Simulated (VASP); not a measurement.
# TaN (Fm-3m) in VASP: further runs

TaN is run at these levels: PBE, PBEsol+D3(BJ); tasks: single point, relaxation of cell and atoms.

Program: VASP 6.6.1. These are calculated values, not measurements. Logs are shortened: lines on timing, memory, paths and dates and some standing lists are left out, and cuts for length are marked.

### 1 The cell of the first run

Symmetry: Fm-3m, No. 225, cubic system. The conventional cell has a = 4.423 Å, b = 4.423 Å, c = 4.423 Å, α = 90.00°, β = 90.00°, γ = 90.00°. Within 2.9 Å of Ta (site symmetry m-3m) lie 6 N at 2.21 Å. N (site symmetry m-3m) has 6 Ta at 2.21 Å within 2.9 Å.

### 2 Single point, PBE

File INCAR:

```
SYSTEM = TaN
PREC = Accurate ; ENCUT = 520
EDIFF = 1E-7 ; ISMEAR = 0
SIGMA = 0.011 ; LREAL = .False.
LASPH = .True. ; NELM = 80
ALGO = Normal ; ISIF = 2
LWAVE = .False. ; LCHARG = .False.
GGA = PE ; NBANDS = 15
```

File KPOINTS:

```
regular mesh
0
Gamma
  10 10 10
  0 0 0
```

File POSCAR:

```
TaN
1.0
    0.0000000000      2.2113230000      2.2113230000
    2.2113230000      0.0000000000      2.2113230000
    2.2113230000      2.2113230000      0.0000000000
Ta N
1 1
Direct
    0.5000000000      0.5000000000      0.5000000000
    0.0000000000      0.0000000000      0.0000000000
```

Potentials or basis: VASP PAW PBE potentials, release 64 (Ta_pv, N).

Command:

```bash
$ cat potpaw_PBE.64/Ta_pv/POTCAR potpaw_PBE.64/N/POTCAR > POTCAR
$ mpirun -np 1 vasp_std > vasp.out
```

OUTCAR:

```text
SYSTEM = TaN
   PREC = Accurate
   ENCUT = 520
   EDIFF = 1E-7
   ISMEAR = 0
   LREAL = .False.
   LASPH = .True.
   NELM = 80
   ISIF = 2
   GGA = PE

 ion  position               nearest neighbor table
   1  0.500  0.500  0.500-   2 2.21   2 2.21   2 2.21   2 2.21   2 2.21   2 2.21
   2  0.000  0.000  0.000-   1 2.21   1 2.21   1 2.21   1 2.21   1 2.21   1 2.21

  LATTYP: Found a face centered cubic cell.
 ALAT       =     4.4226460000

  Lattice vectors:

 A1 = (   0.0000000000,   2.2113230000,   2.2113230000)
 A2 = (   2.2113230000,   0.0000000000,   2.2113230000)
 A3 = (   2.2113230000,   2.2113230000,   0.0000000000)

Analysis of symmetry for initial positions (statically):
=====================================================================
 Subroutine PRICEL returns:
 Original cell was already a primitive cell.

 Routine SETGRP: Setting up the symmetry group for a
 face centered cubic supercell.

 Subroutine GETGRP returns: Found 48 space group operations
 (whereof 48 operations were pure point group operations)
 out of a pool of 48 trial point group operations.

The static configuration has the point symmetry O_h .

Analysis of symmetry for dynamics (positions and initial velocities):
=====================================================================
 Subroutine PRICEL returns:
 Original cell was already a primitive cell.

 Routine SETGRP: Setting up the symmetry group for a
 face centered cubic supercell.

 Subroutine GETGRP returns: Found 48 space group operations
 (whereof 48 operations were pure point group operations)
 out of a pool of 48 trial point group operations.

The dynamic configuration has the point symmetry O_h .

 Subroutine INISYM returns: Found 48 space group operations
 (whereof 48 operations are pure point group operations),
 and found     1 'primitive' translations

----------------------------------------------------------------------------------------

                                     Primitive cell

  volume of cell :      21.6265

  direct lattice vectors                    reciprocal lattice vectors
     0.000000000  2.211323000  2.211323000    -0.226108985  0.226108985  0.226108985
     2.211323000  0.000000000  2.211323000     0.226108985 -0.226108985  0.226108985
     2.211323000  2.211323000  0.000000000     0.226108985  0.226108985 -0.226108985

  length of vectors
     3.127282977  3.127282977  3.127282977     0.391632251  0.391632251  0.391632251

  position of ions in fractional coordinates (direct lattice)
     0.500000000  0.500000000  0.500000000
     0.000000000  0.000000000  0.000000000

  ion indices of the primitive-cell ions
   primitive index   ion index
                 1           1
                 2           2

----------------------------------------------------------------------------------------
[... 87 lines left out ...]
   IALGO  =     38    algorithm
   IMIX   =      4    mixing-type and parameters
     AMIX     =   0.40;   BMIX     =  1.00
     AMIX_MAG =   1.60;   BMIX_MAG =  1.00
  volume/ion in A,a.u.               =      10.81        72.97
  Fermi-wavevector in a.u.,A,eV,Ry     =   1.480651  2.798024 29.828417  2.192327
  Thomas-Fermi vector in A             =   2.594659
   LORBIT       =      0    0 simple, 1 ext, 2 COOP (PROOUT), +10 PAW based schemes
   GGA     = PE    functional components
   LHFCALC =     F    Hartree Fock is set to
   AEXX    =    0.0000 exact exchange contribution
   IVDW    =     0    specifies the selected vdW correction
   LEPSILON=     F    determine dielectric tensor
   LRPA    =     F    only Hartree local field effects (RPA)
 non-spin polarized calculation
 Gauss-broadening in eV      SIGMA  =   0.01
  energy-cutoff  :      520.00
  volume of cell :       21.63
 maximum number of plane-waves:       592
   NGX = 11   NGY = 11   NGZ = 11

 number of electron      16.0000003 magnetization

 Free energy of the ion-electron system (eV)
  ---------------------------------------------------
  ext. energy  EPLUGINS =         0.00000000
  ---------------------------------------------------
  free energy    TOTEN  =       -21.83862650 eV

  energy without entropy =      -21.83837322  energy(sigma->0) =      -21.83849986

 E-fermi :   9.4126     XC(G=0): -13.3448

 val. band max:        9.4079662213   @ k =   0.0000   0.0000   0.0000
 cond. band min:       9.4175881690   @ k =  -0.3000   0.3000   0.1000
 fundamental gap:      0.0096219477
 Fermi energy:         9.4126188792

 k-point     1 :       0.0000    0.0000    0.0000
  band No.  band energies     occupation
      1     -26.4706      2.00000
      2     -26.4706      2.00000
      3     -26.4706      2.00000
      4      -9.3587      2.00000
      5       5.5905      2.00000
      6       5.5905      2.00000
      7       5.5905      2.00000
      8       7.2894      2.00000
      9       7.2894      2.00000
     10       7.2894      2.00000
     11       9.4080      1.45036
     12       9.4080      1.45027
     13      10.7341      0.00000
     14      18.7517      0.00000
[... 401 lines left out ...]
      2     -26.6975      2.00000
      3     -26.6735      2.00000
      4      -7.8290      2.00000
      5       1.4936      2.00000
      6       3.5494      2.00000
      7       4.2153      2.00000
      8       5.5545      2.00000
      9      11.4692      0.00000
     10      12.1977      0.00000
     11      12.2765      0.00000
     12      13.0967      0.00000
     13      17.5754      0.00000
     14      19.8463      0.00000
     15      21.6694      0.00000

 [... further k-points ...]

------------------------ aborting loop because EDIFF is reached ----------------------------------------

  FORCE on cell =-STRESS in cart. coord.  units (eV):
  Direction    XX          YY          ZZ          XY          YZ          ZX
  --------------------------------------------------------------------------------------
  -------------------------------------------------------------------------------------
  Total       -0.0808698     -0.0808698     -0.0808698     -0.0000000      0.0000000      0.0000000
  in kB       -5.9911545     -5.9911545     -5.9911545     -0.0000000      0.0000000      0.0000000
  external PRESSURE =      -5.9911545 kB  Pullay stress =       0.0000000 kB

 VOLUME and BASIS-vectors are now :
 -----------------------------------------------------------------------------
  energy-cutoff  :      520.00
  volume of cell :       21.63
      direct lattice vectors                 reciprocal lattice vectors
     0.000000000  2.211323000  2.211323000    -0.226108985  0.226108985  0.226108985
     2.211323000  0.000000000  2.211323000     0.226108985 -0.226108985  0.226108985
     2.211323000  2.211323000  0.000000000     0.226108985  0.226108985 -0.226108985

 POSITION                                       TOTAL-FORCE (eV/Angst)
 -----------------------------------------------------------------------------------
      2.21132      2.21132      2.21132         0.000000      0.000000      0.000000
      0.00000      0.00000      0.00000        -0.000000     -0.000000     -0.000000
 -----------------------------------------------------------------------------------
    total drift:                                0.000000     -0.000000     -0.000000

  FREE ENERGIE OF THE ION-ELECTRON SYSTEM (eV)
  ---------------------------------------------------
  free  energy   TOTEN  =       -21.8386264963 eV

  energy  without entropy=      -21.8383732178  energy(sigma->0) =      -21.83849986
```

OSZICAR:

```text
N       E                     dE             d eps       ncg     rms          rms(c)
DAV:   1     0.889036120201E+02    0.88904E+02   -0.87222E+03  1410   0.113E+03
DAV:   2    -0.221966439153E+02   -0.11110E+03   -0.10463E+03  1746   0.301E+02
DAV:   3    -0.248572647958E+02   -0.26606E+01   -0.26470E+01  1571   0.435E+01
DAV:   4    -0.248674094246E+02   -0.10145E-01   -0.10142E-01  1844   0.288E+00
DAV:   5    -0.248674782381E+02   -0.68814E-04   -0.68814E-04  1592   0.208E-01    0.233E+01
DAV:   6    -0.219424856461E+02    0.29250E+01   -0.55121E+00  1657   0.263E+01    0.956E+00
DAV:   7    -0.218739755698E+02    0.68510E-01   -0.51265E-01  1564   0.601E+00    0.671E+00
DAV:   8    -0.218457839184E+02    0.28192E-01   -0.15336E-01  1613   0.338E+00    0.169E+00
DAV:   9    -0.218386895233E+02    0.70944E-02   -0.19091E-02  1578   0.115E+00    0.322E-01
DAV:  10    -0.218386542795E+02    0.35244E-04   -0.13318E-03  1732   0.360E-01    0.594E-02
DAV:  11    -0.218386264029E+02    0.27877E-04   -0.49615E-05  1515   0.798E-02    0.128E-02
DAV:  12    -0.218386268371E+02   -0.43413E-06   -0.36336E-06  1697   0.184E-02    0.729E-03
DAV:  13    -0.218386264911E+02    0.34596E-06   -0.13660E-07  1376   0.351E-03    0.190E-03
DAV:  14    -0.218386264963E+02   -0.52039E-08   -0.15346E-08   943   0.130E-03
   1 F= -.21838626E+02 E0= -.21838500E+02  d E =-.253279E-03
```

Run time: 7.4 s. Hardware: 1 thread of Intel Xeon Platinum 8488C (Sapphire Rapids), shared host; peak memory 0.14 GiB.

Results:

* Free energy: -21.8386 eV
* Pressure: -0.6 GPa
* Band gap on the k mesh: zero (band 8 reaches 11.20 eV, above the bottom of band 9 at 7.29 eV)

Levels at points of the mesh, in eV from the Fermi level:
```tsv
k point	band 5	band 6	band 7	band 8	band 9	band 10	band 11	band 12
(0.00, 0.00, 0.00)	-3.82	-3.82	-3.82	-2.12	-2.12	-2.12	0.00	0.00
(0.50, 0.00, 0.00)	-10.29	-7.51	-7.51	1.78	1.78	1.88	3.71	7.29
(0.50, 0.50, 0.00)	-6.66	-5.41	-4.65	-4.65	2.00	3.38	3.38	4.30
```

Caveat: spin-orbit coupling is left out, which moves the levels of the heavy elements.

### 3 Relaxation of cell and atoms, PBEsol+D3(BJ)

File INCAR:

```
PREC     = Accurate       # precision mode
ENCUT    = 600            # plane-wave cutoff, eV
EDIFF    = 1E-6           # SCF threshold, eV
ISMEAR   = -1             # smearing method
SIGMA    = 0.05           # smearing width, eV
LREAL    = False          # projectors in reciprocal space
LASPH    = True           # aspherical terms in the spheres
NELM     = 80             # most SCF steps
ALGO     = Normal         # electronic algorithm
ISIF     = 3              # what is computed and relaxed
LWAVE    = False          # write WAVECAR
LCHARG   = False          # write CHGCAR
GGA      = PS             # functional
IVDW     = 12             # dispersion correction
IBRION   = 2              # ionic algorithm
NSW      = 80             # ionic steps
EDIFFG   = -0.005         # ionic threshold
```

File KPOINTS:

```
Automatic mesh
0
Gamma
  10 10 10
```

POSCAR is that of step 2.

Potentials or basis: VASP PAW PBE potentials, release 64 (Ta_pv, N).

Command:

```bash
$ cat potpaw_PBE.64/Ta_pv/POTCAR potpaw_PBE.64/N/POTCAR > POTCAR
$ mpirun -np 1 vasp_std > vasp.out
```

It took 41 s on 1 thread of Intel Xeon Platinum 8488C (Sapphire Rapids), shared host; peak memory 0.18 GiB.

It converged, with:

* Free energy: -24.1847 eV
* Relaxed volume: 10.29 Å³/atom
* Relaxed cell: a = 3.076 Å, b = 3.076 Å, c = 3.076 Å, α = 60.00°, β = 60.00°, γ = 60.00°
* Space group after relaxing (to 0.05 Å): Fm-3m (No. 225)
* Energy gained by relaxing: 29.1 meV/atom
* Ionic steps: 7
* Pressure after relaxing: 0.0 GPa
* Band gap on the k mesh: zero (band 8 reaches 11.76 eV, above the bottom of band 9 at 7.53 eV)
* Dispersion energy per atom: -0.482 eV

The path:
```tsv
step	energy change (eV)	largest force (eV/Å)	pressure (GPa)	volume (Å³)
1	0.0000	0.0000	-16.84	21.63
2	0.3207	0.0000	58.53	18.26
3	-0.0580	0.0000	-0.80	20.62
4	-0.0581	0.0000	-0.16	20.58
5	-0.0581	0.0000	0.23	20.56
6	-0.0581	0.0000	-0.41	20.60
7	-0.0581	0.0000	-0.02	20.57
```

Final structure:
```
Ta N
1.0
     0.00000    2.17478    2.17478
     2.17478    0.00000    2.17478
     2.17478    2.17478    0.00000
Ta N
1 1
Direct
  0.50000 0.50000 0.50000
  0.00000 0.00000 0.00000
```

Levels at points of the mesh, in eV from the Fermi level:
```
           k point  band 5  band 6  band 7  band 8  band 9  band 10  band 11  band 12
(0.00, 0.00, 0.00)   -3.90   -3.90   -3.90   -2.25   -2.25    -2.25     0.00     0.00
(0.50, 0.00, 0.00)  -10.70   -7.85   -7.85    1.98    1.98     2.09     3.89     7.89
(0.50, 0.50, 0.00)   -6.71   -5.76   -4.71   -4.71    2.17     3.72     3.72     4.90
```

Caveat: the PAW data sets were made with another functional, which shifts forces and pressure a little; spin-orbit coupling is left out, which moves the levels of the heavy elements; pairwise dispersion overbinds metals, which lowers pressure and volume.
